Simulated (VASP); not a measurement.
# HBr (Fmmm) in VASP: a series of runs

The runs below take HBr through single point, with r2SCAN.

Program: VASP 6.6.1. These are calculated values, not measurements. Logs are shortened: lines on timing, memory, paths and dates and some standing lists are left out, and cuts for length are marked.

## (1) The cell of the first run

The typed cell holds 2 atoms: a = 5.374 Å, b = 4.153 Å, c = 4.148 Å, α = 80.70°, β = 49.69°, γ = 49.61°.

## (2) Single point, r2SCAN

Contents of POSCAR:

```
HBr
1.0
    0.0000000000      3.7972027724      3.8030864265
    1.6685951552      0.0000000000      3.8030864265
    1.6685951552      3.7972027724      0.0000000000
H Br
1 1
Direct
    0.0000000000      0.0000000000      0.0000000000
    0.5000000000      0.5000000000      0.5000000000
```

Contents of INCAR.step1:

```
SYSTEM = HBr
PREC = Accurate ; ENCUT = 520
ISMEAR = 0 ; SIGMA = 0.1
LREAL = .False. ; LASPH = .True.
NELM = 100 ; NBANDS = 11
GGA = PE ; ALGO = Normal
EDIFF = 1E-4 ; LWAVE = .True.
LCHARG = .False.
```

Contents of INCAR.step2:

```
SYSTEM = HBr
PREC = Accurate ; ENCUT = 520
EDIFF = 1E-6 ; ISMEAR = 0
SIGMA = 0.1 ; LREAL = .False.
LASPH = .True. ; NELM = 100
ALGO = Normal ; ISIF = 2
LWAVE = .False. ; LCHARG = .True.
METAGGA = R2SCAN ; LMIXTAU = .True.
LELF = .True. ; LVHAR = .True.
NBANDS = 11 ; ISTART = 1
```

Contents of KPOINTS:

```
Automatic mesh
0
Gamma
  12 12 12
  0 0 0
```

Potentials or basis: VASP PAW PBE potentials, release 64 (H, Br).

Run with:

```
$ cat potpaw_PBE.64/H/POTCAR potpaw_PBE.64/Br/POTCAR > POTCAR
$ cp INCAR.step1 INCAR
$ mpirun -np 1 vasp_std > vasp.out
$ cp INCAR.step2 INCAR
$ mpirun -np 1 vasp_std > vasp.out
```

OUTCAR:

```text
SYSTEM = HBr
   PREC = Accurate
   ENCUT = 520
   EDIFF = 1E-6
   ISMEAR = 0
   LREAL = .False.
   LASPH = .True.
   NELM = 100
   ISIF = 2
   METAGGA = R2SCAN
   ISTART = 1

 ion  position               nearest neighbor table
   1  0.000  0.000  0.000-   2 1.67   2 1.67
   2  0.500  0.500  0.500-   1 1.67   1 1.67

  LATTYP: Found a face centered orthorhombic cell.
 ALAT       =     3.3371903104
 B/A-ratio  =     2.2756884800
 C/A-ratio  =     2.2792145924

  Lattice vectors:

 A1 = (   0.0000000000,   3.7972027724,   3.8030864265)
 A2 = (   1.6685951552,   0.0000000000,   3.8030864265)
 A3 = (   1.6685951552,   3.7972027724,   0.0000000000)

Analysis of symmetry for initial positions (statically):
=====================================================================
 Subroutine PRICEL returns:
 Original cell was already a primitive cell.

 Routine SETGRP: Setting up the symmetry group for a
 face centered orthorhombic supercell.

 Subroutine GETGRP returns: Found  8 space group operations
 (whereof  8 operations were pure point group operations)
 out of a pool of  8 trial point group operations.

The static configuration has the point symmetry D_2h.

Analysis of symmetry for dynamics (positions and initial velocities):
=====================================================================
 Subroutine PRICEL returns:
 Original cell was already a primitive cell.

 Routine SETGRP: Setting up the symmetry group for a
 face centered orthorhombic supercell.

 Subroutine GETGRP returns: Found  8 space group operations
 (whereof  8 operations were pure point group operations)
 out of a pool of  8 trial point group operations.

The dynamic configuration has the point symmetry D_2h.

 Subroutine INISYM returns: Found  8 space group operations
 (whereof  8 operations are pure point group operations),
 and found     1 'primitive' translations

----------------------------------------------------------------------------------------

                                     Primitive cell

  volume of cell :      48.1927

  direct lattice vectors                    reciprocal lattice vectors
     0.000000000  3.797202772  3.803086427    -0.299653273  0.131675876  0.131472163
     1.668595155  0.000000000  3.803086427     0.299653273 -0.131675876  0.131472163
     1.668595155  3.797202772  0.000000000     0.299653273  0.131675876 -0.131472163

  length of vectors
     5.374217642  4.153032165  4.147644957     0.352725885  0.352725885  0.352725885

  position of ions in fractional coordinates (direct lattice)
     0.000000000  0.000000000  0.000000000
     0.500000000  0.500000000  0.500000000

  ion indices of the primitive-cell ions
   primitive index   ion index
                 1           1
                 2           2

----------------------------------------------------------------------------------------

 KPOINTS: Automatic mesh

Automatic generation of k-mesh.
 Grid dimensions read from file:
 generate k-points for:   12   12   12

 Generating k-lattice:

  Cartesian coordinates                     Fractional coordinates (reciprocal lattice)
    -0.024971106  0.010972990  0.010956014     0.083333333  0.000000000  0.000000000
     0.024971106 -0.010972990  0.010956014     0.000000000  0.083333333  0.000000000
     0.024971106  0.010972990 -0.010956014     0.000000000  0.000000000  0.083333333

  Length of vectors
     0.029393824  0.029393824  0.029393824

  Shift w.r.t. Gamma in fractional coordinates (k-lattice)
     0.000000000  0.000000000  0.000000000

 Subroutine IBZKPT returns following result:
 ===========================================

 Found    280 irreducible k-points:

 Following reciprocal coordinates:
            Coordinates               Weight
  0.000000  0.000000  0.000000      1.000000
  0.083333  0.000000  0.000000      8.000000
  0.166667  0.000000  0.000000      8.000000
  0.250000  0.000000  0.000000      8.000000
  0.333333  0.000000  0.000000      8.000000
  0.416667  0.000000  0.000000      8.000000
[... 16 lines left out ...]
  0.500000  0.166667  0.000000      8.000000
 -0.416667  0.166667 -0.000000      8.000000
 [... further k-points ...]
   k-points           NKPTS =    280   k-points in BZ     NKDIM =    280   number of bands    NBANDS=     11
   number of dos      NEDOS =    301   number of ions     NIONS =      2
   total plane-waves  NPLWV =  40960
   dimension x,y,z NGX =    40 NGY =   32 NGZ =   32
   dimension x,y,z NGXF=    80 NGYF=   64 NGZF=   64
   ions per type =               1   1
   NGX,Y,Z   is equivalent  to a cutoff of  12.37, 12.81, 12.83 a.u.
   NGXF,Y,Z  is equivalent  to a cutoff of  24.75, 25.62, 25.65 a.u.
 SYSTEM =  HBr
   PREC   = accura    normal or accurate (medium, high low for compatibility)
   ISTART =      1    job   : 0-new  1-cont  2-samecut
   ICHARG =      0    charge: 1-file 2-atom 10-const
   ISPIN  =      1    spin polarized calculation?
   LNONCOLLINEAR =      F non collinear calculations
   LSORBIT =      F    spin-orbit coupling
   LASPH  =      T    aspherical Exc in radial PAW
   ENCUT  =  520.0 eV  38.22 Ry    6.18 a.u.   9.99  7.72  7.71*2*pi/ulx,y,z
   NELM   =    100;   NELMIN=  2; NELMDL=  0     # of ELM steps
   EDIFF  = 0.1E-05   stopping-criterion for ELM
   LREAL  =      F    real-space projection
   EDIFFG = 0.1E-04   stopping-criterion for IOM
   NSW    =      0    number of steps for IOM
   IBRION =     -1    ionic relax: 0-MD 1-quasi-New 2-CG
   NFREE  =      0    steps in history (QN), initial steepest desc. (CG)
   ISIF   =      2    stress and relaxation
   ISYM   =      2    0-nonsym 1-usesym 2-fastsym
   POTIM  = 0.5000    time-step for ionic-motion
   TEBEG  =    0.0;   TEEND  =   0.0 temperature during run
   PSTRESS=    0.0 pullay stress
   NELECT =       8.0000    total number of electrons
   NUPDOWN=      -1.0000    fix difference up-down
   EMIN   =  10.00;   EMAX   =-10.00  energy-range for DOS
   EFERMI =   0.00;   METHOD = LEGACY
   ISMEAR =     0;   SIGMA  =   0.10  broadening in eV -4-tet -1-fermi 0-gaus
   EFERMI_NEDOS =   21; number of points for ismear=-14 and -15
   IALGO  =     38    algorithm
   IMIX   =      4    mixing-type and parameters
     AMIX     =   0.40;   BMIX     =  1.00
     AMIX_MAG =   1.60;   BMIX_MAG =  1.00
  volume/ion in A,a.u.               =      24.10       162.61
  Fermi-wavevector in a.u.,A,eV,Ry     =   0.899728  1.700239 11.014055  0.809510
  Thomas-Fermi vector in A             =   2.022598
   LORBIT       =      0    0 simple, 1 ext, 2 COOP (PROOUT), +10 PAW based schemes
   METAGGA = R2SCAN    functional components
   LHFCALC =     F    Hartree Fock is set to
   AEXX    =    0.0000 exact exchange contribution
   IVDW    =     0    specifies the selected vdW correction
   LEPSILON=     F    determine dielectric tensor
   LRPA    =     F    only Hartree local field effects (RPA)
 non-spin polarized calculation
 Gauss-broadening in eV      SIGMA  =   0.10
  energy-cutoff  :      520.00
  volume of cell :       48.19
 maximum number of plane-waves:      1311
   NGX = 19   NGY = 15   NGZ = 15

 number of electron       8.0000000 magnetization

 Free energy of the ion-electron system (eV)
  ---------------------------------------------------
  ext. energy  EPLUGINS =         0.00000000
  ---------------------------------------------------
  free energy    TOTEN  =       -16.59577718 eV

  energy without entropy =      -16.59577718  energy(sigma->0) =      -16.59577718

 E-fermi :  -2.4622     XC(G=0):  -7.2605

 val. band max:       -2.8950680515   @ k =   0.5000  -0.3333   0.1667
 cond. band min:      -1.1877095357   @ k =   0.0000   0.5000   0.5000
 fundamental gap:      1.7073585158
 Fermi energy:        -2.4621860926

 k-point     1 :       0.0000    0.0000    0.0000
  band No.  band energies     occupation
      1     -17.7529      2.00000
      2      -3.2059      2.00000
      3      -3.1982      2.00000
      4      -3.1678      2.00000
      5      -0.8764      0.00000
      6       3.7389      0.00000
      7       7.5069      0.00000
      8      13.0469      0.00000
      9      13.0564      0.00000
     10      13.3600      0.00000
     11      13.3667      0.00000

 k-point     2 :       0.0833    0.0000    0.0000
  band No.  band energies     occupation
      1     -17.6783      2.00000
      2      -4.3913      2.00000
      3      -3.2108      2.00000
      4      -3.1962      2.00000
      5       0.5117      0.00000
      6       3.9405      0.00000
      7       7.6446      0.00000
      8      11.3764      0.00000
      9      11.4521      0.00000
     10      13.3275      0.00000
     11      15.0193      0.00000

 k-point     3 :       0.1667    0.0000    0.0000
  band No.  band energies     occupation
      1     -17.4619      2.00000
      2      -6.1416      2.00000
      3      -3.2233      2.00000
      4      -3.1809      2.00000
      5       2.7260      0.00000
      6       4.5254      0.00000
      7       7.9282      0.00000
      8       9.8088      0.00000
      9      10.1194      0.00000
     10      12.7263      0.00000
     11      14.9080      0.00000

 k-point     4 :       0.2500    0.0000    0.0000
  band No.  band energies     occupation
      1     -17.1286      2.00000
      2      -7.7368      2.00000
      3      -3.2229      2.00000
      4      -3.1531      2.00000
      5       4.7005      0.00000
      6       5.6835      0.00000
      7       7.6994      0.00000
      8       8.7158      0.00000
      9       9.9210      0.00000
     10      12.0701      0.00000
     11      13.8441      0.00000
[... 239 lines left out ...]
 k-point    22 :       0.4167    0.1667    0.0000
  band No.  band energies     occupation
      1     -17.0714      2.00000
      2      -7.7914      2.00000
      3      -3.7918      2.00000
      4      -3.1167      2.00000
      5       5.0373      0.00000
      6       6.1109      0.00000
      7       7.7085      0.00000
      8       8.8957      0.00000
      9      10.6320      0.00000
     10      12.0790      0.00000
     11      14.5678      0.00000

 k-point    23 :       0.5000    0.1667    0.0000
  band No.  band energies     occupation
      1     -16.6855      2.00000
      2      -9.0952      2.00000
      3      -3.6191      2.00000
      4      -3.1022      2.00000
      5       5.8517      0.00000
      6       6.9850      0.00000
      7       7.7600      0.00000
      8       9.2188      0.00000
      9      10.3963      0.00000
     10      12.8897      0.00000
     11      13.8115      0.00000

 k-point    24 :      -0.4167    0.1667   -0.0000
  band No.  band energies     occupation
      1     -16.3575      2.00000
      2      -9.9789      2.00000
      3      -3.3844      2.00000
      4      -3.0982      2.00000
      5       5.6439      0.00000
      6       6.4936      0.00000
      7       9.4403      0.00000
      8       9.9957      0.00000
      9      10.6882      0.00000
     10      12.3336      0.00000
     11      13.7025      0.00000

 [... further k-points ...]
[... 5 lines left out ...]
  --------------------------------------------------------------------------------------
  -------------------------------------------------------------------------------------
  Total       -0.0399315     -0.0096546     -0.0131420      0.0000000      0.0000000      0.0000000
  in kB       -1.3275331     -0.3209694     -0.4369092      0.0000000      0.0000000      0.0000000
  external PRESSURE =      -0.6951373 kB  Pullay stress =       0.0000000 kB

 VOLUME and BASIS-vectors are now :
 -----------------------------------------------------------------------------
  energy-cutoff  :      520.00
  volume of cell :       48.19
      direct lattice vectors                 reciprocal lattice vectors
     0.000000000  3.797202772  3.803086427    -0.299653273  0.131675876  0.131472163
     1.668595155  0.000000000  3.803086427     0.299653273 -0.131675876  0.131472163
     1.668595155  3.797202772  0.000000000     0.299653273  0.131675876 -0.131472163

 POSITION                                       TOTAL-FORCE (eV/Angst)
 -----------------------------------------------------------------------------------
      0.00000      0.00000      0.00000        -0.000000      0.000000      0.000000
      1.66860      3.79720      3.80309         0.000000     -0.000000      0.000000
 -----------------------------------------------------------------------------------
    total drift:                               -0.000000     -0.000000      0.000000

  FREE ENERGIE OF THE ION-ELECTRON SYSTEM (eV)
  ---------------------------------------------------
  free  energy   TOTEN  =       -16.5957771767 eV

  energy  without entropy=      -16.5957771767  energy(sigma->0) =      -16.59577718
```

It took 7.1 min on 1 thread of Intel Xeon Platinum 8488C (Sapphire Rapids), shared host; peak memory 0.31 GiB.

Results:

* Free energy: -16.5958 eV
* Pressure: -0.1 GPa
* Band gap on the k mesh: 1.71 eV, indirect (least direct gap 2.02 eV)

Stress tensor (GPa, compression positive):
```
-0.13  0.00  0.00
 0.00 -0.03  0.00
 0.00  0.00 -0.04
```

Caveat: the PAW data sets were made with another functional, which shifts forces and pressure a little. r2SCAN opens gaps a little over a GGA but as a rule still falls short of measured ones.

## (3) Single point, r2SCAN

POSCAR is that of step 2.

Contents of INCAR.step1:

```
SYSTEM = HBr
  PREC = Accurate
  ENCUT = 520
  ISMEAR = 0
  SIGMA = 0.02
  LREAL = .False.
  LASPH = .True.
  NELM = 100
  NBANDS = 11
  GGA = PE
  ALGO = Normal
  EDIFF = 1E-4
  LWAVE = .True.
  LCHARG = .False.
```

Contents of INCAR.step2:

```
SYSTEM = HBr
  PREC = Accurate
  ENCUT = 520
  EDIFF = 1E-6
  ISMEAR = 0
  SIGMA = 0.02
  LREAL = .False.
  LASPH = .True.
  NELM = 100
  ALGO = Normal
  ISIF = 2
  LWAVE = .False.
  LCHARG = .False.
  METAGGA = R2SCAN
  LMIXTAU = .True.
  NBANDS = 11
  ISTART = 1
```

Contents of KPOINTS:

```
regular mesh
0
Gamma
  10 10 10
  0 0 0
```

Potentials or basis: VASP PAW PBE potentials, release 64 (H, Br).

Run with:

```
$ cat potpaw_PBE.64/H/POTCAR potpaw_PBE.64/Br/POTCAR > POTCAR
$ cp INCAR.step1 INCAR
$ mpirun -np 1 vasp_std > vasp.out
$ cp INCAR.step2 INCAR
$ mpirun -np 1 vasp_std > vasp.out
```

OUTCAR:

```text
SYSTEM = HBr
   PREC = Accurate
   ENCUT = 520
   EDIFF = 1E-6
   ISMEAR = 0
   LREAL = .False.
   LASPH = .True.
   NELM = 100
   ISIF = 2
   METAGGA = R2SCAN
   ISTART = 1

 ion  position               nearest neighbor table
   1  0.000  0.000  0.000-   2 1.67   2 1.67
   2  0.500  0.500  0.500-   1 1.67   1 1.67

  LATTYP: Found a face centered orthorhombic cell.
 ALAT       =     3.3371903104
 B/A-ratio  =     2.2756884800
 C/A-ratio  =     2.2792145924

  Lattice vectors:

 A1 = (   0.0000000000,   3.7972027724,   3.8030864265)
 A2 = (   1.6685951552,   0.0000000000,   3.8030864265)
 A3 = (   1.6685951552,   3.7972027724,   0.0000000000)

Analysis of symmetry for initial positions (statically):
=====================================================================
 Subroutine PRICEL returns:
 Original cell was already a primitive cell.

 Routine SETGRP: Setting up the symmetry group for a
 face centered orthorhombic supercell.

 Subroutine GETGRP returns: Found  8 space group operations
 (whereof  8 operations were pure point group operations)
 out of a pool of  8 trial point group operations.

The static configuration has the point symmetry D_2h.

Analysis of symmetry for dynamics (positions and initial velocities):
[... 165 lines left out ...]

 k-point     1 :       0.0000    0.0000    0.0000
  band No.  band energies     occupation
      1     -17.7509      2.00000
      2      -3.2036      2.00000
      3      -3.1959      2.00000
      4      -3.1662      2.00000
      5      -0.8800      0.00000
      6       3.7392      0.00000
      7       7.5073      0.00000
      8      13.0470      0.00000
      9      13.0564      0.00000
     10      13.3601      0.00000
     11      13.3668      0.00000
[... 309 lines left out ...]
 k-point    24 :       0.4000    0.3000    0.0000
  band No.  band energies     occupation
      1     -17.5399      2.00000
      2      -4.8405      2.00000
      3      -4.3947      2.00000
      4      -3.0780      2.00000
      5       0.8404      0.00000
      6       6.0079      0.00000
      7       8.2556      0.00000
      8      10.3728      0.00000
      9      11.0491      0.00000
     10      13.4632      0.00000
     11      13.9206      0.00000

 [... further k-points ...]
[... 5 lines left out ...]
  --------------------------------------------------------------------------------------
  -------------------------------------------------------------------------------------
  Total       -0.0268812     -0.0095917     -0.0130583      0.0000000      0.0000000      0.0000000
  in kB       -0.8936732     -0.3188794     -0.4341262      0.0000000      0.0000000      0.0000000
  external PRESSURE =      -0.5488929 kB  Pullay stress =       0.0000000 kB

 VOLUME and BASIS-vectors are now :
 -----------------------------------------------------------------------------
  energy-cutoff  :      520.00
  volume of cell :       48.19
      direct lattice vectors                 reciprocal lattice vectors
     0.000000000  3.797202772  3.803086427    -0.299653273  0.131675876  0.131472163
     1.668595155  0.000000000  3.803086427     0.299653273 -0.131675876  0.131472163
     1.668595155  3.797202772  0.000000000     0.299653273  0.131675876 -0.131472163

 POSITION                                       TOTAL-FORCE (eV/Angst)
 -----------------------------------------------------------------------------------
      0.00000      0.00000      0.00000         0.000000     -0.000000      0.000000
      1.66860      3.79720      3.80309         0.000000      0.000000      0.000000
 -----------------------------------------------------------------------------------
    total drift:                               -0.000000     -0.000000      0.000000

  FREE ENERGIE OF THE ION-ELECTRON SYSTEM (eV)
  ---------------------------------------------------
  free  energy   TOTEN  =       -16.5909853089 eV

  energy  without entropy=      -16.5909853089  energy(sigma->0) =      -16.59098531
```

OSZICAR.step1:

```text
N       E                     dE             d eps       ncg     rms          rms(c)
DAV:   1     0.313878091532E+02    0.31388E+02   -0.29384E+03  3770   0.550E+02
DAV:   2    -0.285727805559E+01   -0.34245E+02   -0.33165E+02  4567   0.104E+02
DAV:   3    -0.490028925016E+01   -0.20430E+01   -0.20404E+01  4631   0.279E+01
DAV:   4    -0.491302852510E+01   -0.12739E-01   -0.12739E-01  4604   0.254E+00
DAV:   5    -0.491309654741E+01   -0.68022E-04   -0.68022E-04  4786   0.181E-01    0.407E+00
DAV:   6    -0.488631917099E+01    0.26777E-01   -0.51921E-02  4302   0.101E+00    0.254E+00
DAV:   7    -0.488599530278E+01    0.32387E-03   -0.49696E-02  4284   0.111E+00    0.350E-01
DAV:   8    -0.488624956495E+01   -0.25426E-03   -0.43854E-03  4384   0.332E-01    0.916E-02
DAV:   9    -0.488635186629E+01   -0.10230E-03   -0.10869E-04  4661   0.690E-02    0.439E-02
DAV:  10    -0.488637861425E+01   -0.26748E-04   -0.15793E-05  2335   0.261E-02
   1 F= -.48863786E+01 E0= -.48863786E+01  d E =-.432437E-17
```

Wall time 4.5 min (1 thread of Intel Xeon Platinum 8488C (Sapphire Rapids), shared host); peak memory 0.26 GiB.

Results:

| Property | Result |
| --- | --- |
| Free energy | -16.5910 eV |
| Pressure | -0.1 GPa |
| Band gap on the k mesh | 1.72 eV, indirect (least direct gap 2.01 eV) |

Caveat: the PAW data sets were made with another functional, which shifts forces and pressure a little. r2SCAN opens gaps a little over a GGA but as a rule still falls short of measured ones.

(Part 1 of 2 ends here.)
